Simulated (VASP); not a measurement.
A run of VASP 6.6.1 is set up as follows.

INCAR

```
PREC = Accurate
ENCUT = 500
EDIFF = 1E-7
ISMEAR = 0
SIGMA = 0.02
LREAL = F
LASPH = T
NELM = 120
ALGO = Normal
ISIF = 3
LWAVE = F
LCHARG = F
GGA = CA
IBRION = 2
NSW = 70
EDIFFG = -0.005
GGA_COMPAT = F
NELMIN = 4
```

Contents of KPOINTS:

```
regular mesh
0
Gamma
  6 6 6
```

POSCAR

```
KCl
1.0
    0.0000000000      3.1891817107      3.1891817107
    3.1891817107      0.0000000000      3.1891817107
    3.1891817107      3.1891817107      0.0000000000
K Cl
1 1
Direct
    0.0000000000      0.0000000000      0.0000000000
    0.5000000000      0.5000000000      0.5000000000
```

Potentials or basis: VASP PAW LDA potentials, release 64 (K_sv, Cl).

Launch:

```console
$ cat potpaw_LDA.64/K_sv/POTCAR potpaw_LDA.64/Cl/POTCAR > POTCAR
$ mpirun -np 1 vasp_std > vasp.out
```

Estimate the relaxed cell.

a = 4.302 Å, b = 4.302 Å, c = 4.302 Å, α = 60.00°, β = 60.00°, γ = 60.00°.

Estimate the relaxed volume.

28.14 Å³/atom.

What does it give for the band gap on the k mesh?

5.10 eV.

Estimate the space group after relaxing (to 0.1 Å).

Fm-3m (No. 225).

Step by step:
| step | energy change (eV) | largest force (eV/Å) | pressure (GPa) | volume (Å³) |
| --- | --- | --- | --- | --- |
| 1 | 0.0000 | 0.0000 | -2.43 | 64.87 |
| 2 | -0.0556 | 0.0000 | -1.43 | 60.36 |
| 3 | -0.0745 | 0.0000 | -0.19 | 56.77 |
| 4 | -0.0748 | 0.0000 | 0.02 | 56.28 |

LDA usually gives volumes a few per cent too small. Zero-point motion and thermal expansion aren't in these numbers.
